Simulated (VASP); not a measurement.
# Cs (Im-3m) in VASP: a series of runs

Cs is run at these levels: LDA; tasks: single point, relaxation of cell and atoms.

Program: VASP 6.6.1. These are calculated values, not measurements. Logs are shortened: lines on timing, memory, paths and dates and some standing lists are left out, and cuts for length are marked.

## (1) The cell of the first run

It takes space group Im-3m (No. 229, cubic). Conventional cell: a = 5.751 Å, b = 5.751 Å, c = 5.751 Å, α = 90.00°, β = 90.00°, γ = 90.00°.

## (2) Single point, LDA

File INCAR:

```
SYSTEM = Cs
ALGO     = Normal         ! electronic algorithm
EDIFF    = 1E-6           ! SCF threshold, eV
ENCUT    = 520            ! plane-wave cutoff, eV
ISIF     = 2              ! what is computed and relaxed
ISMEAR   = -1             ! smearing method
LASPH    = .TRUE.         ! aspherical terms in the spheres
LCHARG   = .TRUE.         ! write CHGCAR
LELF     = .TRUE.         ! ELF
LREAL    = .FALSE.        ! projectors in reciprocal space
LVHAR    = .TRUE.       
LWAVE    = .FALSE.        ! write WAVECAR
NBANDS   = 10             ! bands
NELM     = 80             ! most SCF steps
PREC     = Accurate       ! precision mode
SIGMA    = 0.02           ! smearing width, eV
```

File KPOINTS:

```
k-points
0
G
  10 10 10
  0 0 0
```

File POSCAR:

```
Cs
1.0
    4.9802374844     -0.0000000276     -0.0000000478
   -1.6600791355      4.6954129387     -0.0000000478
   -1.6600791355     -2.3477064004      4.0663469260
Cs
1
Direct
    0.0000000000      0.0000000000      0.0000000000
```

Potentials or basis: VASP PAW LDA potentials, release 64 (Cs_sv).

The run is started by

```bash
$ cat potpaw_LDA.64/Cs_sv/POTCAR > POTCAR
$ mpirun -np 1 vasp_std > vasp.out
```

OUTCAR:

```text
SYSTEM = Cs
   EDIFF = 1E-6
   ENCUT = 520
   ISIF = 2
   ISMEAR = -1
   LASPH = .TRUE.
   LREAL = .FALSE.
   NELM = 80
   PREC = Accurate

 ion  position               nearest neighbor table
   1  0.000  0.000  0.000-

  LATTYP: Found a body centered cubic cell.
 ALAT       =     5.7506829045

  Lattice vectors:

 A1 = (   4.9802374844,  -0.0000000276,  -0.0000000478)
 A2 = (  -1.6600791355,   4.6954129387,  -0.0000000478)
 A3 = (  -1.6600791355,  -2.3477064004,   4.0663469260)

Analysis of symmetry for initial positions (statically):
=====================================================================
 Subroutine PRICEL returns:
 Original cell was already a primitive cell.

 Routine SETGRP: Setting up the symmetry group for a
 body centered cubic supercell.

 Subroutine GETGRP returns: Found 48 space group operations
 (whereof 48 operations were pure point group operations)
 out of a pool of 48 trial point group operations.

The static configuration has the point symmetry O_h .

Analysis of symmetry for dynamics (positions and initial velocities):
=====================================================================
 Subroutine PRICEL returns:
 Original cell was already a primitive cell.

 Routine SETGRP: Setting up the symmetry group for a
 body centered cubic supercell.

 Subroutine GETGRP returns: Found 48 space group operations
 (whereof 48 operations were pure point group operations)
 out of a pool of 48 trial point group operations.

The dynamic configuration has the point symmetry O_h .

 Subroutine INISYM returns: Found 48 space group operations
 (whereof 48 operations are pure point group operations),
 and found     1 'primitive' translations

----------------------------------------------------------------------------------------

                                     Primitive cell

  volume of cell :      95.0886

  direct lattice vectors                    reciprocal lattice vectors
     4.980237484 -0.000000028 -0.000000048     0.200793639  0.070991272  0.122960486
    -1.660079135  4.695412939 -0.000000048     0.000000002  0.212973816  0.122960486
    -1.660079135 -2.347706400  4.066346926     0.000000002  0.000000003  0.245920978

  length of vectors
     4.980237484  4.980237484  4.980237484     0.245920978  0.245920978  0.245920978

  position of ions in fractional coordinates (direct lattice)
     0.000000000  0.000000000  0.000000000

  ion indices of the primitive-cell ions
   primitive index   ion index
                 1           1

----------------------------------------------------------------------------------------

 KPOINTS: k-points

Automatic generation of k-mesh.
 Grid dimensions read from file:
 generate k-points for:   10   10   10

 Generating k-lattice:

  Cartesian coordinates                     Fractional coordinates (reciprocal lattice)
     0.020079364  0.007099127  0.012296049     0.100000000 -0.000000000 -0.000000000
     0.000000000  0.021297382  0.012296049     0.000000000  0.100000000 -0.000000000
     0.000000000  0.000000000  0.024592098    -0.000000000  0.000000000  0.100000000

  Length of vectors
     0.024592098  0.024592098  0.024592098

  Shift w.r.t. Gamma in fractional coordinates (k-lattice)
     0.000000000  0.000000000  0.000000000

 Subroutine IBZKPT returns following result:
 ===========================================

 Found     47 irreducible k-points:

 Following reciprocal coordinates:
            Coordinates               Weight
  0.000000  0.000000  0.000000      1.000000
  0.100000 -0.000000 -0.000000     12.000000
  0.200000 -0.000000 -0.000000     12.000000
  0.300000 -0.000000  0.000000     12.000000
  0.400000 -0.000000  0.000000     12.000000
  0.500000 -0.000000  0.000000      6.000000
[... 16 lines left out ...]
  0.300000  0.300000  0.100000      8.000000
 -0.300000  0.300000  0.100000     24.000000
 [... further k-points ...]
   k-points           NKPTS =     47   k-points in BZ     NKDIM =     47   number of bands    NBANDS=     10
   number of dos      NEDOS =    301   number of ions     NIONS =      1
   total plane-waves  NPLWV =  64000
   dimension x,y,z NGX =    40 NGY =   40 NGZ =   40
   dimension x,y,z NGXF=    80 NGYF=   80 NGZF=   80
   ions per type =               1
   NGX,Y,Z   is equivalent  to a cutoff of  13.35, 13.35, 13.35 a.u.
   NGXF,Y,Z  is equivalent  to a cutoff of  26.70, 26.70, 26.70 a.u.
 SYSTEM =  Cs
   PREC   = accura    normal or accurate (medium, high low for compatibility)
   ISTART =      0    job   : 0-new  1-cont  2-samecut
   ICHARG =      2    charge: 1-file 2-atom 10-const
   ISPIN  =      1    spin polarized calculation?
   LNONCOLLINEAR =      F non collinear calculations
   LSORBIT =      F    spin-orbit coupling
   LASPH  =      T    aspherical Exc in radial PAW
   ENCUT  =  520.0 eV  38.22 Ry    6.18 a.u.   9.26  9.26  9.26*2*pi/ulx,y,z
   NELM   =     80;   NELMIN=  2; NELMDL= -5     # of ELM steps
   EDIFF  = 0.1E-05   stopping-criterion for ELM
   LREAL  =      F    real-space projection
   EDIFFG = 0.1E-04   stopping-criterion for IOM
   NSW    =      0    number of steps for IOM
   IBRION =     -1    ionic relax: 0-MD 1-quasi-New 2-CG
   NFREE  =      0    steps in history (QN), initial steepest desc. (CG)
   ISIF   =      2    stress and relaxation
   ISYM   =      2    0-nonsym 1-usesym 2-fastsym
   POTIM  = 0.5000    time-step for ionic-motion
   TEBEG  =    0.0;   TEEND  =   0.0 temperature during run
   PSTRESS=    0.0 pullay stress
   NELECT =       9.0000    total number of electrons
   NUPDOWN=      -1.0000    fix difference up-down
   EMIN   =  10.00;   EMAX   =-10.00  energy-range for DOS
   EFERMI =   0.00;   METHOD = LEGACY
   ISMEAR =    -1;   SIGMA  =   0.02  broadening in eV -4-tet -1-fermi 0-gaus
   EFERMI_NEDOS =   21; number of points for ismear=-14 and -15
   IALGO  =     38    algorithm
   IMIX   =      4    mixing-type and parameters
     AMIX     =   0.40;   BMIX     =  1.00
     AMIX_MAG =   1.60;   BMIX_MAG =  1.00
  volume/ion in A,a.u.               =      95.09       641.69
  Fermi-wavevector in a.u.,A,eV,Ry     =   0.746070  1.409868  7.573281  0.556620
  Thomas-Fermi vector in A             =   1.841805
   LORBIT       =      0    0 simple, 1 ext, 2 COOP (PROOUT), +10 PAW based schemes
   GGA     = CA    functional components
   LHFCALC =     F    Hartree Fock is set to
   AEXX    =    0.0000 exact exchange contribution
   IVDW    =     0    specifies the selected vdW correction
   LEPSILON=     F    determine dielectric tensor
   LRPA    =     F    only Hartree local field effects (RPA)
 non-spin polarized calculation
  energy-cutoff  :      520.00
  volume of cell :       95.09
 maximum number of plane-waves:      2587
 NGX is ok and might be reduce to    40
   NGX = 19   NGY = 19   NGZ = 19

 number of electron       8.9999998 magnetization

 Free energy of the ion-electron system (eV)
  ---------------------------------------------------
  ext. energy  EPLUGINS =         0.00000000
  ---------------------------------------------------
  free energy    TOTEN  =        -0.99073595 eV

  energy without entropy =       -0.98836202  energy(sigma->0) =       -0.98954898

 E-fermi :   0.8018     XC(G=0):  -6.0539

 val. band max:        0.7672255630   @ k =   0.4000   0.1000   0.0000
 cond. band min:       0.8277504969   @ k =  -0.3000   0.3000   0.3000
 fundamental gap:      0.0605249338
 Fermi energy:         0.8017879614

 k-point     1 :       0.0000    0.0000    0.0000
  band No.  band energies     occupation
      1     -22.9237      2.00000
      2      -9.6156      2.00000
      3      -9.6156      2.00000
      4      -9.6156      2.00000
      5      -1.0794      2.00000
      6       3.3304      0.00000
      7       3.3304      0.00000
      8       3.3304      0.00000
      9       4.3840      0.00000
     10       4.3840      0.00000

 k-point     2 :       0.1000   -0.0000   -0.0000
  band No.  band energies     occupation
      1     -22.9221      2.00000
      2      -9.6425      2.00000
      3      -9.6239      2.00000
      4      -9.6157      2.00000
      5      -0.9432      2.00000
      6       3.1951      0.00000
      7       3.2208      0.00000
      8       3.4686      0.00000
      9       4.1824      0.00000
     10       4.3611      0.00000

 k-point     3 :       0.2000   -0.0000   -0.0000
  band No.  band energies     occupation
      1     -22.9179      2.00000
      2      -9.7112      2.00000
      3      -9.6455      2.00000
      4      -9.6161      2.00000
      5      -0.5621      2.00000
      6       2.8094      0.00000
      7       2.9047      0.00000
      8       3.8761      0.00000
      9       4.1296      0.00000
     10       4.3539      0.00000

 k-point     4 :       0.3000   -0.0000    0.0000
  band No.  band energies     occupation
      1     -22.9127      2.00000
      2      -9.7929      2.00000
      3      -9.6719      2.00000
      4      -9.6166      2.00000
      5      -0.0233      2.00000
      6       2.3450      0.00000
      7       2.6220      0.00000
      8       4.2787      0.00000
      9       4.4527      0.00000
     10       4.5307      0.00000

 k-point     5 :       0.4000   -0.0000    0.0000
  band No.  band energies     occupation
      1     -22.9086      2.00000
      2      -9.8567      2.00000
      3      -9.6929      2.00000
      4      -9.6170      2.00000
      5       0.4965      2.00000
      6       2.0584      0.00000
      7       2.4309      0.00000
      8       4.3209      0.00000
      9       4.6887      0.00000
     10       5.3854      0.00000

 k-point     6 :       0.5000   -0.0000    0.0000
  band No.  band energies     occupation
      1     -22.9070      2.00000
      2      -9.8805      2.00000
      3      -9.7009      2.00000
      4      -9.6171      2.00000
      5       0.7209      1.96554
      6       1.9836      0.00000
      7       2.3643      0.00000
      8       4.2472      0.00000
      9       4.9059      0.00000
     10       5.6098      0.00000
[... 183 lines left out ...]
 k-point    21 :       0.3000    0.2000    0.1000
  band No.  band energies     occupation
      1     -22.9064      2.00000
      2      -9.8258      2.00000
      3      -9.7341      2.00000
      4      -9.6637      2.00000
      5       1.2680      0.00000
      6       1.8872      0.00000
      7       2.0440      0.00000
      8       4.3580      0.00000
      9       4.8106      0.00000
     10       4.9935      0.00000

 k-point    22 :      -0.2000    0.2000    0.1000
  band No.  band energies     occupation
      1     -22.9164      2.00000
      2      -9.7115      2.00000
      3      -9.6543      2.00000
      4      -9.6368      2.00000
      5      -0.4365      2.00000
      6       2.8385      0.00000
      7       2.9889      0.00000
      8       3.5407      0.00000
      9       3.8312      0.00000
     10       4.7584      0.00000

 k-point    23 :       0.3000    0.3000    0.1000
  band No.  band energies     occupation
      1     -22.9058      2.00000
      2      -9.7832      2.00000
      3      -9.7832      2.00000
      4      -9.6719      2.00000
      5       1.6641      0.00000
      6       1.8410      0.00000
      7       1.8410      0.00000
      8       4.1381      0.00000
      9       4.8527      0.00000
     10       4.8527      0.00000

 k-point    24 :      -0.3000    0.3000    0.1000
  band No.  band energies     occupation
      1     -22.9114      2.00000
      2      -9.7891      2.00000
      3      -9.6811      2.00000
      4      -9.6363      2.00000
      5       0.0944      2.00000
      6       2.3298      0.00000
      7       2.7314      0.00000
      8       3.6977      0.00000
      9       4.4779      0.00000
     10       4.8087      0.00000

 [... further k-points ...]

------------------------ aborting loop because EDIFF is reached ----------------------------------------

  FORCE on cell =-STRESS in cart. coord.  units (eV):
  Direction    XX          YY          ZZ          XY          YZ          ZX
  --------------------------------------------------------------------------------------
  -------------------------------------------------------------------------------------
  Total       -0.0066289     -0.0066289     -0.0066289      0.0000000      0.0000000      0.0000000
  in kB       -0.1116932     -0.1116932     -0.1116932      0.0000000      0.0000000      0.0000000
  external PRESSURE =      -0.1116932 kB  Pullay stress =       0.0000000 kB

 VOLUME and BASIS-vectors are now :
 -----------------------------------------------------------------------------
  energy-cutoff  :      520.00
  volume of cell :       95.09
      direct lattice vectors                 reciprocal lattice vectors
     4.980237484 -0.000000028 -0.000000048     0.200793639  0.070991272  0.122960486
    -1.660079135  4.695412939 -0.000000048     0.000000002  0.212973816  0.122960486
    -1.660079135 -2.347706400  4.066346926     0.000000002  0.000000003  0.245920978

 POSITION                                       TOTAL-FORCE (eV/Angst)
 -----------------------------------------------------------------------------------
      0.00000      0.00000      0.00000        -0.000000      0.000000     -0.000000
 -----------------------------------------------------------------------------------
    total drift:                                0.000000     -0.000000     -0.000000

  FREE ENERGIE OF THE ION-ELECTRON SYSTEM (eV)
  ---------------------------------------------------
  free  energy   TOTEN  =        -0.9907359453 eV

  energy  without entropy=       -0.9883620220  energy(sigma->0) =       -0.98954898
```

Wall time 16 s (1 thread of Intel Xeon Platinum 8488C (Sapphire Rapids), shared host); peak memory 0.2 GiB.

What came out:

| Property | Result |
| --- | --- |
| Free energy | -0.9907 eV |
| Pressure | 0.0 GPa |

Caveat: spin-orbit coupling is left out, which moves the levels of the heavy elements.

## (3) Relaxation of cell and atoms, LDA

This run uses another cell than the first one, of 111.66 Å³/atom, 1.174 times its volume.

File INCAR:

```
SYSTEM = Cs
ALGO = Normal
EDIFF = 1E-7
EDIFFG = -0.03
ENCUT = 600
IBRION = 2
ISIF = 3
ISMEAR = -1
LASPH = .True.
LCHARG = .False.
LREAL = .False.
LWAVE = .False.
NELM = 80
NSW = 80
PREC = Accurate
SIGMA = 0.02
```

File KPOINTS:

```
k-points
0
Gamma
  10 10 10
  0 0 0
```

File POSCAR:

```
Cs
1.0
    5.2541760411     -0.0000000291     -0.0000000504
   -1.7513919863      4.9536846874     -0.0000000504
   -1.7513919863     -2.4768422709      4.2900168236
Cs
1
Direct
    0.0000000000      0.0000000000      0.0000000000
```

Potentials or basis: VASP PAW LDA potentials, release 64 (Cs_sv).

The run is started by

```bash
$ cat potpaw_LDA.64/Cs_sv/POTCAR > POTCAR
$ mpirun -np 1 vasp_std > vasp.out
```

OUTCAR:

```text
SYSTEM = Cs
   EDIFF = 1E-7
   EDIFFG = -0.03
   ENCUT = 600
   IBRION = 2
   ISIF = 3
   ISMEAR = -1
   LASPH = .True.
   LREAL = .False.
   NELM = 80
   NSW = 80
   PREC = Accurate

 ion  position               nearest neighbor table
   1  0.000  0.000  0.000-

  LATTYP: Found a body centered cubic cell.
 ALAT       =     6.0669999035

  Lattice vectors:

 A1 = (   5.2541760411,  -0.0000000291,  -0.0000000504)
 A2 = (  -1.7513919863,   4.9536846874,  -0.0000000504)
 A3 = (  -1.7513919863,  -2.4768422709,   4.2900168236)

Analysis of symmetry for initial positions (statically):
=====================================================================
 Subroutine PRICEL returns:
 Original cell was already a primitive cell.
[... 280 lines left out ...]
  free energy    TOTEN  =        -0.99085508 eV

  energy without entropy =       -0.98850380  energy(sigma->0) =       -0.98967944

 E-fermi :   0.8154     XC(G=0):  -6.0667

 val. band max:        0.7823777092   @ k =   0.2000   0.2000   0.1000
 cond. band min:       0.8426745623   @ k =  -0.3000   0.3000   0.3000
 fundamental gap:      0.0602968531
 Fermi energy:         0.8153825522

 k-point     1 :       0.0000    0.0000    0.0000
  band No.  band energies     occupation
      1     -22.9083      2.00000
      2      -9.5989      2.00000
      3      -9.5989      2.00000
      4      -9.5989      2.00000
      5      -1.0704      2.00000
      6       3.3467      0.00000
      7       3.3467      0.00000
      8       3.3467      0.00000
[... 243 lines left out ...]
 k-point    24 :      -0.3000    0.3000    0.1000
  band No.  band energies     occupation
      1     -22.8958      2.00000
      2      -9.7750      2.00000
      3      -9.6653      2.00000
      4      -9.6200      2.00000
      5       0.1079      2.00000
      6       2.3439      0.00000
      7       2.7455      0.00000
      8       3.7158      0.00000

 [... further k-points ...]
[... 5 lines left out ...]
  --------------------------------------------------------------------------------------
  -------------------------------------------------------------------------------------
  Total        0.0050685      0.0050685      0.0050685     -0.0000000      0.0000000     -0.0000000
  in kB        0.0857914      0.0857914      0.0857914     -0.0000000      0.0000000     -0.0000000
  external PRESSURE =       0.0857914 kB  Pullay stress =       0.0000000 kB
[... 16 lines left out ...]
  FREE ENERGIE OF THE ION-ELECTRON SYSTEM (eV)
  ---------------------------------------------------
  free  energy   TOTEN  =        -0.9908550808 eV

  energy  without entropy=       -0.9885038039  energy(sigma->0) =       -0.98967944

 reached required accuracy - stopping structural energy minimisation
```

CONTCAR:

```text
Cs
   1.00000000000000
     4.9726733288919434   -0.0000000275388797   -0.0000000476963472
    -1.6575577503634080    4.6882813845660030   -0.0000000477041313
    -1.6575577503635250   -2.3441406233872635    4.0601708188525283
  Cs
     1
Direct
     0.0000000000000000    1.0000000000000000    0.0000000000000000

  0.00000000E+00  0.00000000E+00  0.00000000E+00
```

Run time: 58 s. Hardware: 1 thread of Intel Xeon Platinum 8488C (Sapphire Rapids), shared host; peak memory 0.24 GiB.

What came out:

* Free energy: -0.9909 eV
* Relaxed volume: 94.66 Å³/atom
* Relaxed cell: a = 4.973 Å, b = 4.973 Å, c = 4.973 Å, α = 109.47°, β = 109.47°, γ = 109.47°
* Space group after relaxing (to 0.05 Å): Im-3m (No. 229)
* Energy gained by relaxing: 17.2 meV/atom
* Ionic steps: 4
* Pressure after relaxing: 0.0 GPa

Step by step:
```
step  energy change (eV)  largest force (eV/Å)  pressure (GPa)  volume (Å³)
   1              0.0000                0.0000           -0.30       111.66
   2             -0.0057                0.0000           -0.25       108.36
   3             -0.0161                0.0000           -0.09        98.86
   4             -0.0172                0.0000            0.01        94.66
```

Final structure:
```yaml
crystal:
  lattice:
    - [4.97267, 0.00000, 0.00000]
    - [-1.65756, 4.68828, 0.00000]
    - [-1.65756, -2.34414, 4.06017]
  atoms:
    - { symbol: Cs, position: [0.00000, 0.00000, 0.00000] }
```

Levels at points of the mesh, in eV from the Fermi level:
| k point | band 1 | band 2 | band 3 | band 4 | band 5 | band 6 | band 7 | band 8 |
| --- | --- | --- | --- | --- | --- | --- | --- | --- |
| (0.00, 0.00, 0.00) | -23.72 | -10.41 | -10.41 | -10.41 | -1.89 | 2.53 | 2.53 | 2.53 |
| (0.50, 0.00, 0.00) | -23.71 | -10.68 | -10.50 | -10.42 | -0.08 | 1.19 | 1.56 | 3.45 |
| (0.50, 0.50, 0.50) | -23.69 | -10.60 | -10.60 | -10.60 | 0.47 | 0.47 | 3.56 | 3.56 |

Caveat: the volume moved by over 15 % at a fixed basis, so the end points are rough; spin-orbit coupling is left out, which moves the levels of the heavy elements; the volume moved by -15 % from the deposited cell, more than functionals usually miss.
